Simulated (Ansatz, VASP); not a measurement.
# Two plane-wave programs on Os

```
Os
1.0
     1.58178    0.91324    3.78768
    -1.58178    0.91324    3.78768
     0.00000   -1.82649    3.78768
Os
2
Direct
  0.05770 0.05770 0.05770
  0.94230 0.94230 0.94230
```

Alike in both runs: task single point; functional PBE; k mesh 6 × 6 × 6; occupations gaussian, width 0.1 eV; no spin polarisation.

|  | VASP | Ansatz |
| --- | --- | --- |
| version | VASP 6.6.1 | Ansatz 0.2.0 |
| potentials or method | VASP PAW PBE potentials, release 64 (Os), cutoff 520 eV | scalar-relativistic, plane waves, PAW |
| valence electrons in the cell | 16 | 32 |

```csv
,VASP,Ansatz,Ansatz less VASP
gap on the k mesh at the Fermi level (eV),none,none,-
rms of the force components (eV/Å),77.401,204.849,+127.4472
```

Atom by atom the forces differ by 127.447 eV/Å (rms over components). A gap of «none» marks a metal or a gap that the smearing closes. The functional is the same, so the differences come from potentials, cutoffs and numerics. VASP's potentials hold 16 valence electrons a cell and Ansatz's 32, so a difference there can come from the potentials and not from the codes.

The k mesh is coarse, so the values compare programs but aren't converged. Spin-orbit coupling is off throughout.
